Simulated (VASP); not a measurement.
BaS, 2 atoms in the cell. Symmetry: Fm-3m, No. 225, cubic system. Conventional cell: a = 6.451 Å, b = 6.451 Å, c = 6.451 Å, α = 90.00°, β = 90.00°, γ = 90.00°. Within 4.2 Å of Ba (site symmetry m-3m) lie 6 S at 3.23 Å. S (site symmetry m-3m) has 6 Ba at 3.23 Å within 4.2 Å. 

```yaml
Program: VASP 6.6.1
Task: relaxation of cell and atoms
Functional: PBEsol
Potentials_or_basis: VASP PAW PBE potentials, release 64 (Ba_sv, S)
Cutoff: 690 eV
k_mesh: 8 × 8 × 8
Occupations: gaussian, width 0.03 eV
Spin: non-collinear spin, zero start, spin-orbit coupling
Starting_moments: "[[0.0, 0.0, 0.0], [0.0, 0.0, 0.0]] μB"
Tolerance_level: standard
Purpose: cell
Passes: 3
Further_INCAR_settings: ALGO = Normal; EDIFF = 1e-07
```

Potentials or basis: VASP PAW PBE potentials, release 64 (Ba_sv, S).

Run with:

```console
$ cat potpaw_PBE.64/Ba_sv/POTCAR potpaw_PBE.64/S/POTCAR > POTCAR
$ cp INCAR.step1 INCAR
$ cp POSCAR.step1 POSCAR
$ mpirun -np 4 vasp_ncl > vasp.out
$ cp CONTCAR POSCAR
$ mpirun -np 4 vasp_ncl > vasp.out
$ cp CONTCAR POSCAR
$ mpirun -np 4 vasp_ncl > vasp.out
$ cp CONTCAR POSCAR
$ cp INCAR.step4 INCAR
$ mpirun -np 4 vasp_ncl > vasp.out
```

Hardware: 4 MPI ranks on Intel(R) Xeon(R) Platinum 8259CL CPU @ 2.50GHz (Skylake/Cascade Lake), on a shared host.

Question: Estimate the wall time of this run.

Answer: It took 7.6 min on 4 MPI ranks on Intel(R) Xeon(R) Platinum 8259CL CPU @ 2.50GHz (Skylake/Cascade Lake) (shared host), peak memory 0.61 GiB a rank. Counts: k points 29, ion steps 5.
